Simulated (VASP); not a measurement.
# Ta (P6_3/mmc) in VASP: a series of runs, part 2 of 2

VASP 6.6.1. The steps go on from the part before.

## Step 4: Single point, LDA

This run uses another cell than the first one, of 19.19 Å³/atom.

INCAR

```
SYSTEM = Ta
  ALGO = Normal
  EDIFF = 1E-6
  ENCUT = 520
  ISIF = 2
  ISMEAR = -1
  LASPH = .TRUE.
  LCHARG = .TRUE.
  LELF = .TRUE.
  LREAL = .FALSE.
  LVHAR = .TRUE.
  LWAVE = .FALSE.
  NBANDS = 18
  NELM = 80
  PREC = Accurate
  SIGMA = 0.05
```

KPOINTS

```
k-points
0
G
  11 11 5
  0 0 0
```

POSCAR

```
Ta
1.0
    2.9195803945      0.0000000000      0.0000000000
   -1.4597901972      2.5284307900      0.0000000000
    0.0000000000      0.0000000000      5.2004887322
Ta
2
Direct
    0.3333333333      0.6666666667      0.2500000000
    0.6666666667      0.3333333333      0.7500000000
```

Potentials or basis: VASP PAW LDA potentials, release 64 (Ta_pv).

On the command line:

```sh
cat potpaw_LDA.64/Ta_pv/POTCAR > POTCAR
mpirun -np 1 vasp_std > vasp.out
```

OUTCAR:

```text
SYSTEM = Ta
   EDIFF = 1E-6
   ENCUT = 520
   ISIF = 2
   ISMEAR = -1
   LASPH = .TRUE.
   LREAL = .FALSE.
   NELM = 80
   PREC = Accurate

 ion  position               nearest neighbor table
   1  0.333  0.667  0.250-   2 3.10   2 3.10   2 3.10   2 3.10   2 3.10   2 3.10
   2  0.667  0.333  0.750-   1 3.10   1 3.10   1 3.10   1 3.10   1 3.10   1 3.10

  LATTYP: Found a hexagonal cell.
 ALAT       =     2.9195803945
 C/A-ratio  =     1.7812452577

  Lattice vectors:

 A1 = (   2.9195803945,   0.0000000000,   0.0000000000)
 A2 = (  -1.4597901972,   2.5284307900,   0.0000000000)
 A3 = (   0.0000000000,   0.0000000000,   5.2004887322)

Analysis of symmetry for initial positions (statically):
=====================================================================
 Subroutine PRICEL returns:
 Original cell was already a primitive cell.

 Routine SETGRP: Setting up the symmetry group for a
 hexagonal supercell.

 Subroutine GETGRP returns: Found 24 space group operations
 (whereof 12 operations were pure point group operations)
 out of a pool of 24 trial point group operations.

The static configuration has the point symmetry D_3d.
 The point group associated with its full space group is D_6h.

Analysis of symmetry for dynamics (positions and initial velocities):
=====================================================================
 Subroutine PRICEL returns:
 Original cell was already a primitive cell.

 Routine SETGRP: Setting up the symmetry group for a
 hexagonal supercell.

 Subroutine GETGRP returns: Found 24 space group operations
 (whereof 12 operations were pure point group operations)
 out of a pool of 24 trial point group operations.

The dynamic configuration has the point symmetry D_3d.
 The point group associated with its full space group is D_6h.

 Subroutine INISYM returns: Found 24 space group operations
 (whereof 12 operations are pure point group operations),
 and found     1 'primitive' translations

----------------------------------------------------------------------------------------
[... 112 lines left out ...]
     AMIX     =   0.40;   BMIX     =  1.00
     AMIX_MAG =   1.60;   BMIX_MAG =  1.00
  volume/ion in A,a.u.               =      19.19       129.53
  Fermi-wavevector in a.u.,A,eV,Ry     =   1.359807  2.569662 25.158182  1.849074
  Thomas-Fermi vector in A             =   2.486523
   LORBIT       =      0    0 simple, 1 ext, 2 COOP (PROOUT), +10 PAW based schemes
   GGA     = CA    functional components
   LHFCALC =     F    Hartree Fock is set to
   AEXX    =    0.0000 exact exchange contribution
   IVDW    =     0    specifies the selected vdW correction
   LEPSILON=     F    determine dielectric tensor
   LRPA    =     F    only Hartree local field effects (RPA)
 non-spin polarized calculation
  energy-cutoff  :      520.00
  volume of cell :       38.39
 maximum number of plane-waves:      1058
 NGX is ok and might be reduce to    24
   NGX = 11   NGY = 11   NGZ = 19

 number of electron      22.0000003 magnetization

 Free energy of the ion-electron system (eV)
  ---------------------------------------------------
  ext. energy  EPLUGINS =         0.00000000
  ---------------------------------------------------
  free energy    TOTEN  =       -24.92862553 eV

  energy without entropy =      -24.90973454  energy(sigma->0) =      -24.91918004

 E-fermi :   5.3129     XC(G=0): -12.4630

 val. band max:        5.3074733389   @ k =   0.3636   0.0000   0.0000
 cond. band min:       5.3411094115   @ k =   0.2727   0.1818   0.2000
 fundamental gap:      0.0336360726
 Fermi energy:         5.3129180616

 k-point     1 :       0.0000    0.0000    0.0000
  band No.  band energies     occupation
      1     -29.1113      2.00000
      2     -28.3411      2.00000
      3     -28.2267      2.00000
      4     -28.2267      2.00000
      5     -28.1485      2.00000
      6     -28.1485      2.00000
[... 481 lines left out ...]
      5     -28.3411      2.00000
      6     -28.2734      2.00000
[... 10 lines left out ...]
     17      10.1272      0.00000
     18      11.7501      0.00000

 [... further k-points ...]

------------------------ aborting loop because EDIFF is reached ----------------------------------------

  FORCE on cell =-STRESS in cart. coord.  units (eV):
  Direction    XX          YY          ZZ          XY          YZ          ZX
  --------------------------------------------------------------------------------------
  -------------------------------------------------------------------------------------
  Total       -3.7563178     -3.7563177     -2.9381730     -0.0000000     -0.0000000     -0.0000000
  in kB     -156.7679345   -156.7679345   -122.6230967     -0.0000000     -0.0000000     -0.0000000
  external PRESSURE =    -145.3863219 kB  Pullay stress =       0.0000000 kB

 VOLUME and BASIS-vectors are now :
 -----------------------------------------------------------------------------
  energy-cutoff  :      520.00
  volume of cell :       38.39
      direct lattice vectors                 reciprocal lattice vectors
     2.919580395  0.000000000  0.000000000     0.342514973  0.197751112  0.000000000
    -1.459790197  2.528430790  0.000000000     0.000000000  0.395502224  0.000000000
     0.000000000  0.000000000  5.200488732     0.000000000  0.000000000  0.192289620

 POSITION                                       TOTAL-FORCE (eV/Angst)
 -----------------------------------------------------------------------------------
     -0.00000      1.68562      1.30012         0.000000     -0.000000      0.000000
      1.45979      0.84281      3.90037        -0.000000      0.000000      0.000000
 -----------------------------------------------------------------------------------
    total drift:                                0.000000     -0.000000      0.000000

  FREE ENERGIE OF THE ION-ELECTRON SYSTEM (eV)
  ---------------------------------------------------
  free  energy   TOTEN  =       -24.9286255332 eV

  energy  without entropy=      -24.9097345423  energy(sigma->0) =      -24.91918004
```

OSZICAR:

```text
N       E                     dE             d eps       ncg     rms          rms(c)
DAV:   1     0.169410593850E+03    0.16941E+03   -0.12733E+04  1744   0.125E+03
DAV:   2    -0.214143865833E+02   -0.19082E+03   -0.18757E+03  2108   0.354E+02
DAV:   3    -0.259439809373E+02   -0.45296E+01   -0.44738E+01  2078   0.508E+01
DAV:   4    -0.259776703066E+02   -0.33689E-01   -0.33614E-01  1976   0.465E+00
DAV:   5    -0.259779340188E+02   -0.26371E-03   -0.26368E-03  1980   0.391E-01    0.169E+01
DAV:   6    -0.251725231750E+02    0.80541E+00   -0.87880E-01  1912   0.771E+00    0.785E+00
DAV:   7    -0.249333437499E+02    0.23918E+00   -0.65726E-01  1984   0.625E+00    0.469E-01
DAV:   8    -0.249286664840E+02    0.46773E-02   -0.78417E-03  1966   0.823E-01    0.957E-02
DAV:   9    -0.249286288540E+02    0.37630E-04   -0.18605E-04  2064   0.973E-02    0.480E-02
DAV:  10    -0.249286260832E+02    0.27708E-05   -0.20239E-05  2146   0.299E-02    0.455E-03
DAV:  11    -0.249286255332E+02    0.54995E-06   -0.20013E-06  1324   0.965E-03
   1 F= -.24928626E+02 E0= -.24919180E+02  d E =-.188910E-01
```

Run time: 42 s. Hardware: 1 thread of Intel Xeon 8259CL, shared host; peak memory 0.16 GiB.

Results:

- Free energy: -24.9286 eV
- Pressure: -14.5 GPa
- Band gap on the k mesh: zero (bands 11 and 12 overlap by 1.46 eV)

Caveat: the cell stands under tension; spin-orbit coupling is left out, which moves the levels of the heavy elements.

## Step 5: Summary

| cell | gap on the mesh (eV) | pressure (GPa) |
| --- | --- | --- |
| a = 2.881, b = 2.881, c = 5.132 Å, angles 90.0, 90.0, 120.0°, 2 atoms | none | -7.8 |
| a = 2.900, b = 2.900, c = 5.166 Å, angles 90.0, 90.0, 120.0°, 2 atoms | none | -11.3 |
| a = 2.920, b = 2.920, c = 5.200 Å, angles 90.0, 90.0, 120.0°, 2 atoms | none | -14.5 |

Alike in all rows: task single point; level LDA; potentials or basis VASP PAW LDA potentials, release 64 (Ta_pv); no spin polarisation; k mesh 11 × 11 × 5; cutoff (eV) 520; smearing fermi-dirac 0.05 eV.

Caveats: the cell stands under tension; spin-orbit coupling is left out, which moves the levels of the heavy elements.

Absolute energies hang on the potentials; compare differences alone.
